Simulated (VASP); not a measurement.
# Hg (P6_3/mmc) in VASP: a series of runs

Hg is run at these levels: LDA; tasks: single point.

Everything below comes from runs of VASP 6.6.1. Logs are shortened: lines on timing, memory, paths and dates and some standing lists are left out, and cuts for length are marked.

**1. The cell of the first run**

The structure is hexagonal, space group P6_3/mmc (No. 194). Conventional cell: a = 2.521 Å, b = 2.521 Å, c = 4.098 Å, α = 90.00°, β = 90.00°, γ = 120.00°. Within 3.3 Å of Hg (site symmetry -6m2) lie 12 Hg at 2.51 to 2.52 Å.

**2. Single point, LDA**

Input file INCAR:

```
SYSTEM = Hg
PREC = Accurate
ENCUT = 520
EDIFF = 1E-6
ISMEAR = -1
SIGMA = 0.08
LREAL = .False.
LASPH = .True.
NELM = 100
ALGO = Normal
ISIF = 2
LWAVE = .False.
LCHARG = .True.
LELF = .True.
LVHAR = .True.
NBANDS = 19
```

Input file KPOINTS:

```
Automatic mesh
0
Gamma
  17 17 10
  0 0 0
```

Input file POSCAR:

```
Hg
1.0
    2.5210088363      0.0000000000      0.0000000000
   -1.2605044181      2.1832576954      0.0000000000
    0.0000000000      0.0000000000      4.0983350454
Hg
2
Direct
    0.3333333333      0.6666666667      0.2500000000
    0.6666666667      0.3333333333      0.7500000000
```

Potentials or basis: VASP PAW LDA potentials, release 64 (Hg).

Started as:

```console
$ cat potpaw_LDA.64/Hg/POTCAR > POTCAR
$ mpirun -np 1 vasp_std > vasp.out
```

OUTCAR:

```text
SYSTEM = Hg
   PREC = Accurate
   ENCUT = 520
   EDIFF = 1E-6
   ISMEAR = -1
   LREAL = .False.
   LASPH = .True.
   NELM = 100
   ISIF = 2

 ion  position               nearest neighbor table
   1  0.333  0.667  0.250-   2 2.51   2 2.51   2 2.51   2 2.51   2 2.51   2 2.51   2 3.56   2 3.56
                             2 3.56   2 3.56   2 3.56   2 3.56
   2  0.667  0.333  0.750-   1 2.51   1 2.51   1 2.51   1 2.51   1 2.51   1 2.51   1 3.56   1 3.56
                             1 3.56   1 3.56   1 3.56   1 3.56

  LATTYP: Found a hexagonal cell.
 ALAT       =     2.5210088363
 C/A-ratio  =     1.6256726222

  Lattice vectors:

 A1 = (   2.5210088363,   0.0000000000,   0.0000000000)
 A2 = (  -1.2605044181,   2.1832576954,   0.0000000000)
 A3 = (   0.0000000000,   0.0000000000,   4.0983350454)

Analysis of symmetry for initial positions (statically):
=====================================================================
 Subroutine PRICEL returns:
 Original cell was already a primitive cell.

 Routine SETGRP: Setting up the symmetry group for a
 hexagonal supercell.

 Subroutine GETGRP returns: Found 24 space group operations
 (whereof 12 operations were pure point group operations)
 out of a pool of 24 trial point group operations.

The static configuration has the point symmetry D_3d.
 The point group associated with its full space group is D_6h.

Analysis of symmetry for dynamics (positions and initial velocities):
=====================================================================
 Subroutine PRICEL returns:
 Original cell was already a primitive cell.

 Routine SETGRP: Setting up the symmetry group for a
 hexagonal supercell.

 Subroutine GETGRP returns: Found 24 space group operations
 (whereof 12 operations were pure point group operations)
 out of a pool of 24 trial point group operations.

The dynamic configuration has the point symmetry D_3d.
 The point group associated with its full space group is D_6h.

 Subroutine INISYM returns: Found 24 space group operations
 (whereof 12 operations are pure point group operations),
 and found     1 'primitive' translations

----------------------------------------------------------------------------------------

                                     Primitive cell

  volume of cell :      22.5573

  direct lattice vectors                    reciprocal lattice vectors
     2.521008836  0.000000000  0.000000000     0.396666599  0.229015567  0.000000000
    -1.260504418  2.183257695  0.000000000     0.000000000  0.458031135  0.000000000
     0.000000000  0.000000000  4.098335045     0.000000000  0.000000000  0.244001525

  length of vectors
     2.521008836  2.521008836  4.098335045     0.458031135  0.458031135  0.244001525

  position of ions in fractional coordinates (direct lattice)
     0.333333333  0.666666667  0.250000000
     0.666666667  0.333333333  0.750000000

  ion indices of the primitive-cell ions
   primitive index   ion index
                 1           1
                 2           2

----------------------------------------------------------------------------------------

 KPOINTS: Automatic mesh

Automatic generation of k-mesh.
 Grid dimensions read from file:
 generate k-points for:   17   17   10

 Generating k-lattice:

  Cartesian coordinates                     Fractional coordinates (reciprocal lattice)
     0.023333329  0.013471504  0.000000000     0.058823529 -0.000000000  0.000000000
     0.000000000  0.026943008  0.000000000     0.000000000  0.058823529  0.000000000
     0.000000000  0.000000000  0.024400152     0.000000000  0.000000000  0.100000000

  Length of vectors
     0.026943008  0.026943008  0.024400152

  Shift w.r.t. Gamma in fractional coordinates (k-lattice)
     0.000000000  0.000000000  0.000000000

 Subroutine IBZKPT returns following result:
 ===========================================

 Found    198 irreducible k-points:

 Following reciprocal coordinates:
            Coordinates               Weight
  0.000000  0.000000  0.000000      1.000000
  0.058824 -0.000000  0.000000      6.000000
  0.117647 -0.000000  0.000000      6.000000
  0.176471 -0.000000  0.000000      6.000000
  0.235294 -0.000000  0.000000      6.000000
  0.294118 -0.000000  0.000000      6.000000
[... 16 lines left out ...]
  0.411765  0.117647  0.000000     12.000000
  0.176471  0.176471  0.000000      6.000000
 [... further k-points ...]
   k-points           NKPTS =    198   k-points in BZ     NKDIM =    198   number of bands    NBANDS=     19
   number of dos      NEDOS =    301   number of ions     NIONS =      2
   total plane-waves  NPLWV =  12000
   dimension x,y,z NGX =    20 NGY =   20 NGZ =   30
   dimension x,y,z NGXF=    40 NGYF=   40 NGZF=   60
   ions per type =               2
   NGX,Y,Z   is equivalent  to a cutoff of  13.19, 13.19, 12.17 a.u.
   NGXF,Y,Z  is equivalent  to a cutoff of  26.38, 26.38, 24.34 a.u.
 SYSTEM =  Hg
   PREC   = accura    normal or accurate (medium, high low for compatibility)
   ISTART =      0    job   : 0-new  1-cont  2-samecut
   ICHARG =      2    charge: 1-file 2-atom 10-const
   ISPIN  =      1    spin polarized calculation?
   LNONCOLLINEAR =      F non collinear calculations
   LSORBIT =      F    spin-orbit coupling
   LASPH  =      T    aspherical Exc in radial PAW
   ENCUT  =  520.0 eV  38.22 Ry    6.18 a.u.   4.69  4.69  7.62*2*pi/ulx,y,z
   NELM   =    100;   NELMIN=  2; NELMDL= -5     # of ELM steps
   EDIFF  = 0.1E-05   stopping-criterion for ELM
   LREAL  =      F    real-space projection
   EDIFFG = 0.1E-04   stopping-criterion for IOM
   NSW    =      0    number of steps for IOM
   IBRION =     -1    ionic relax: 0-MD 1-quasi-New 2-CG
   NFREE  =      0    steps in history (QN), initial steepest desc. (CG)
   ISIF   =      2    stress and relaxation
   ISYM   =      2    0-nonsym 1-usesym 2-fastsym
   POTIM  = 0.5000    time-step for ionic-motion
   TEBEG  =    0.0;   TEEND  =   0.0 temperature during run
   PSTRESS=    0.0 pullay stress
   NELECT =      24.0000    total number of electrons
   NUPDOWN=      -1.0000    fix difference up-down
   EMIN   =  10.00;   EMAX   =-10.00  energy-range for DOS
   EFERMI =   0.00;   METHOD = LEGACY
   ISMEAR =    -1;   SIGMA  =   0.08  broadening in eV -4-tet -1-fermi 0-gaus
   EFERMI_NEDOS =   21; number of points for ismear=-14 and -15
   IALGO  =     38    algorithm
   IMIX   =      4    mixing-type and parameters
     AMIX     =   0.40;   BMIX     =  1.00
     AMIX_MAG =   1.60;   BMIX_MAG =  1.00
  volume/ion in A,a.u.               =      11.28        76.11
  Fermi-wavevector in a.u.,A,eV,Ry     =   1.671282  3.158264 38.003551  2.793182
  Thomas-Fermi vector in A             =   2.756631
   LORBIT       =      0    0 simple, 1 ext, 2 COOP (PROOUT), +10 PAW based schemes
   GGA     = CA    functional components
   LHFCALC =     F    Hartree Fock is set to
   AEXX    =    0.0000 exact exchange contribution
   IVDW    =     0    specifies the selected vdW correction
   LEPSILON=     F    determine dielectric tensor
   LRPA    =     F    only Hartree local field effects (RPA)
 non-spin polarized calculation
  energy-cutoff  :      520.00
  volume of cell :       22.56
 maximum number of plane-waves:       628
 NGX is ok and might be reduce to    20
   NGX =  9   NGY =  9   NGZ = 15

 number of electron      23.9999995 magnetization

 Free energy of the ion-electron system (eV)
  ---------------------------------------------------
  ext. energy  EPLUGINS =         0.00000000
  ---------------------------------------------------
  free energy    TOTEN  =         8.27679165 eV

  energy without entropy =        8.27977261  energy(sigma->0) =        8.27828213

 E-fermi :  14.2320     XC(G=0): -15.5125

 val. band max:       14.2147104819   @ k =   0.2941  -0.0000   0.0000
 cond. band min:      14.2397562829   @ k =   0.2941   0.2941   0.0000
 fundamental gap:      0.0250458010
 Fermi energy:        14.2319532217

 k-point     1 :       0.0000    0.0000    0.0000
  band No.  band energies     occupation
      1      -5.8381      2.00000
      2      -3.3591      2.00000
      3       0.5724      2.00000
      4       0.7215      2.00000
      5       0.7215      2.00000
      6       1.3583      2.00000
[... 11 lines left out ...]
     18      32.7945      0.00000
     19      35.0248      0.00000

 k-point     2 :       0.0588   -0.0000    0.0000
  band No.  band energies     occupation
      1      -5.6825      2.00000
      2      -3.2313      2.00000
      3       0.3562      2.00000
      4       0.8444      2.00000
      5       0.9222      2.00000
      6       1.2963      2.00000
[... 11 lines left out ...]
     18      31.8777      0.00000
     19      32.9297      0.00000

 k-point     3 :       0.1176   -0.0000    0.0000
  band No.  band energies     occupation
      1      -5.2327      2.00000
      2      -2.8828      2.00000
      3       0.0433      2.00000
      4       1.0553      2.00000
      5       1.2057      2.00000
      6       1.3203      2.00000
[... 11 lines left out ...]
     18      30.8848      0.00000
     19      30.9131      0.00000

 k-point     4 :       0.1765   -0.0000    0.0000
  band No.  band energies     occupation
      1      -4.5476      2.00000
      2      -2.4495      2.00000
      3      -0.2129      2.00000
      4       0.7771      2.00000
      5       0.8579      2.00000
      6       1.5977      2.00000
[... 407 lines left out ...]
     18      27.4240      0.00000
     19      30.0659      0.00000

 k-point    23 :       0.4118    0.1176    0.0000
  band No.  band energies     occupation
      1      -2.5833      2.00000
      2      -2.1863      2.00000
      3      -2.1012      2.00000
      4       0.3574      2.00000
      5       1.1798      2.00000
      6       1.5448      2.00000
[... 11 lines left out ...]
     18      26.8409      0.00000
     19      29.4519      0.00000

 k-point    24 :       0.1765    0.1765    0.0000
  band No.  band energies     occupation
      1      -2.5911      2.00000
      2      -1.4652      2.00000
      3      -0.9415      2.00000
      4      -0.9022      2.00000
      5       0.5178      2.00000
      6       0.9338      2.00000
[... 11 lines left out ...]
     18      29.7106      0.00000
     19      31.1412      0.00000

 [... further k-points ...]

------------------------ aborting loop because EDIFF is reached ----------------------------------------

  FORCE on cell =-STRESS in cart. coord.  units (eV):
  Direction    XX          YY          ZZ          XY          YZ          ZX
  --------------------------------------------------------------------------------------
  -------------------------------------------------------------------------------------
  Total       45.2999450     45.2999450     45.2394909      0.0000000      0.0000000      0.0000000
  in kB     3217.5212934   3217.5212934   3213.2274205      0.0000001      0.0000000      0.0000000
  external PRESSURE =    3216.0900025 kB  Pullay stress =       0.0000000 kB

 VOLUME and BASIS-vectors are now :
 -----------------------------------------------------------------------------
  energy-cutoff  :      520.00
  volume of cell :       22.56
      direct lattice vectors                 reciprocal lattice vectors
     2.521008836  0.000000000  0.000000000     0.396666599  0.229015567  0.000000000
    -1.260504418  2.183257695  0.000000000     0.000000000  0.458031135  0.000000000
     0.000000000  0.000000000  4.098335045     0.000000000  0.000000000  0.244001525

 POSITION                                       TOTAL-FORCE (eV/Angst)
 -----------------------------------------------------------------------------------
     -0.00000      1.45551      1.02458        -0.000000      0.000000      0.000000
      1.26050      0.72775      3.07375         0.000000     -0.000000     -0.000000
 -----------------------------------------------------------------------------------
    total drift:                               -0.000000      0.000000      0.000000

  FREE ENERGIE OF THE ION-ELECTRON SYSTEM (eV)
  ---------------------------------------------------
  free  energy   TOTEN  =         8.2767916474 eV

  energy  without entropy=        8.2797726053  energy(sigma->0) =        8.27828213
```

Wall time 24 s (1 thread of Intel Xeon 6975P-C (Granite Rapids), shared host); peak memory 0.18 GiB.

What came out:

```
Free energy            : 8.2768 eV
Pressure               : 321.6 GPa
Band gap on the k mesh : zero (bands 12 and 13 overlap by 1.61 eV)
```

Stress tensor (GPa, compression positive):
```
321.75   0.00   0.00
  0.00 321.75   0.00
  0.00   0.00 321.32
```

Caveat: the cell stands under pressure; spin-orbit coupling is left out, which moves the levels of the heavy elements.

**3. Single point, LDA**

Input file INCAR:

```
SYSTEM = Hg
PREC = Accurate
ENCUT = 520
EDIFF = 1E-6
ISMEAR = -1
SIGMA = 0.08
LREAL = .FALSE.
LASPH = .TRUE.
NELM = 60
ALGO = Normal
ISIF = 2
LWAVE = .FALSE.
LCHARG = .TRUE.
GGA = CA
LELF = .TRUE.
LVHAR = .TRUE.
NBANDS = 19
```

Input file KPOINTS:

```
regular mesh
0
G
  17 17 10
  0 0 0
```

POSCAR is that of step 2.

Potentials or basis: VASP PAW LDA potentials, release 64 (Hg).

Started as:

```console
$ cat potpaw_LDA.64/Hg/POTCAR > POTCAR
$ mpirun -np 1 vasp_std > vasp.out
```

OUTCAR:

```text
SYSTEM = Hg
   PREC = Accurate
   ENCUT = 520
   EDIFF = 1E-6
   ISMEAR = -1
   LREAL = .FALSE.
   LASPH = .TRUE.
   NELM = 60
   ISIF = 2
   GGA = CA

 ion  position               nearest neighbor table
   1  0.333  0.667  0.250-   2 2.51   2 2.51   2 2.51   2 2.51   2 2.51   2 2.51   2 3.56   2 3.56
                             2 3.56   2 3.56   2 3.56   2 3.56
   2  0.667  0.333  0.750-   1 2.51   1 2.51   1 2.51   1 2.51   1 2.51   1 2.51   1 3.56   1 3.56
                             1 3.56   1 3.56   1 3.56   1 3.56

  LATTYP: Found a hexagonal cell.
 ALAT       =     2.5210088363
 C/A-ratio  =     1.6256726222
[... 721 lines left out ...]

  FORCE on cell =-STRESS in cart. coord.  units (eV):
  Direction    XX          YY          ZZ          XY          YZ          ZX
  --------------------------------------------------------------------------------------
  -------------------------------------------------------------------------------------
  Total       45.2999450     45.2999450     45.2394909      0.0000000      0.0000000      0.0000000
  in kB     3217.5212934   3217.5212934   3213.2274205      0.0000001      0.0000000      0.0000000
  external PRESSURE =    3216.0900025 kB  Pullay stress =       0.0000000 kB

 VOLUME and BASIS-vectors are now :
 -----------------------------------------------------------------------------
  energy-cutoff  :      520.00
  volume of cell :       22.56
      direct lattice vectors                 reciprocal lattice vectors
     2.521008836  0.000000000  0.000000000     0.396666599  0.229015567  0.000000000
    -1.260504418  2.183257695  0.000000000     0.000000000  0.458031135  0.000000000
     0.000000000  0.000000000  4.098335045     0.000000000  0.000000000  0.244001525

 POSITION                                       TOTAL-FORCE (eV/Angst)
 -----------------------------------------------------------------------------------
     -0.00000      1.45551      1.02458        -0.000000      0.000000      0.000000
      1.26050      0.72775      3.07375         0.000000     -0.000000     -0.000000
 -----------------------------------------------------------------------------------
    total drift:                               -0.000000      0.000000      0.000000

  FREE ENERGIE OF THE ION-ELECTRON SYSTEM (eV)
  ---------------------------------------------------
  free  energy   TOTEN  =         8.2767916474 eV

  energy  without entropy=        8.2797726053  energy(sigma->0) =        8.27828213
```

OSZICAR:

```text
N       E                     dE             d eps       ncg     rms          rms(c)
DAV:   1     0.221788911817E+03    0.22179E+03   -0.13805E+04  7540   0.141E+03
DAV:   2     0.118633972290E+02   -0.20993E+03   -0.20455E+03  7827   0.386E+02
DAV:   3     0.792099164406E+01   -0.39424E+01   -0.39286E+01  8485   0.582E+01
DAV:   4     0.791353917369E+01   -0.74525E-02   -0.74517E-02  8149   0.238E+00
DAV:   5     0.791353100029E+01   -0.81734E-05   -0.81727E-05  8274   0.769E-02    0.575E+01
DAV:   6     0.814328460874E+01    0.22975E+00   -0.11452E-02  7999   0.141E+00    0.342E+01
DAV:   7     0.827676431049E+01    0.13348E+00   -0.18171E-02  7647   0.159E+00    0.267E-01
DAV:   8     0.827680680934E+01    0.42499E-04   -0.24360E-03  8194   0.562E-01    0.754E-02
DAV:   9     0.827679553123E+01   -0.11278E-04   -0.12006E-05  8737   0.295E-02    0.361E-02
DAV:  10     0.827679162976E+01   -0.39015E-05   -0.26629E-06  7204   0.165E-02    0.507E-03
DAV:  11     0.827679164744E+01    0.17683E-07   -0.33420E-07  4080   0.498E-03
   1 F= 0.82767916E+01 E0= 0.82782821E+01  d E =-.298096E-02
```

stdout:

```text
POSCAR found type information on POSCAR Hg
 POSCAR found :  1 types and       2 ions
 scaLAPACK will be used
 LDA part: xc-table for (Slater(with rela. corr.)+CA(PZ))
 , standard interpolation
 POSCAR, INCAR and KPOINTS ok, starting setup
 FFT: planning ... GRIDC
 FFT: planning ... GRID_SOFT
 FFT: planning ... GRID
 WAVECAR not read
 entering main loop
```

Wall time 23 s (1 thread of Intel Xeon 6975P-C (Granite Rapids), shared host); peak memory 0.18 GiB.

What came out:

- Free energy: 8.2768 eV
- Pressure: 321.6 GPa
- Band gap on the k mesh: zero (bands 12 and 13 overlap by 1.61 eV)

Caveat: the cell stands under pressure; spin-orbit coupling is left out, which moves the levels of the heavy elements.

The gap in the log of VASP goes by the Fermi energy; the results here count the filled bands.